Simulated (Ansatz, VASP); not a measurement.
**One calculation of LaSiRu, two programs**

```xyz
6
Lattice="4.1816 0.0000 0.0000 0.0000 4.1816 0.0000 0.0000 0.0000 6.9540" Properties=species:S:1:pos:R:3 pbc="T T T"
La    2.0908    0.0000    4.7277
La    0.0000    2.0908    2.2262
Si    2.0908    0.0000    1.1757
Si    0.0000    2.0908    5.7783
Ru    0.0000    0.0000    0.0000
Ru    2.0908    2.0908    0.0000
```

Alike in both runs: task single point; functional LDA; k mesh 8 × 8 × 5; occupations fermi-dirac, width 0.05 eV; no spin polarisation.

|  | VASP | Ansatz |
| --- | --- | --- |
| version | VASP 6.6.1 | Ansatz 0.2.0 |
| potentials or method | VASP PAW LDA potentials, release 64 (La, Si, Ru_pv), cutoff 520 eV | all-electron LAPW, scalar-relativistic |

|  | VASP | Ansatz | Ansatz less VASP |
| --- | --- | --- | --- |
| pressure (GPa) | 0.2 | 0.0 | -0.17 |
| traceless stress, the component that is largest in VASP (GPa) | -0.10 | 0.00 | +0.104 |
| rms of the force components (eV/Å) | 0.014 | 0.001 | -0.0128 |

LDA's correlation is that of Perdew and Zunger in VASP and of Perdew and Wang (1992) in Ansatz. Atom by atom the forces differ by 0.013 eV/Å (rms over components). Ansatz ran all-electron here, and VASP with PAW potentials.

Neither program's run includes spin-orbit coupling.
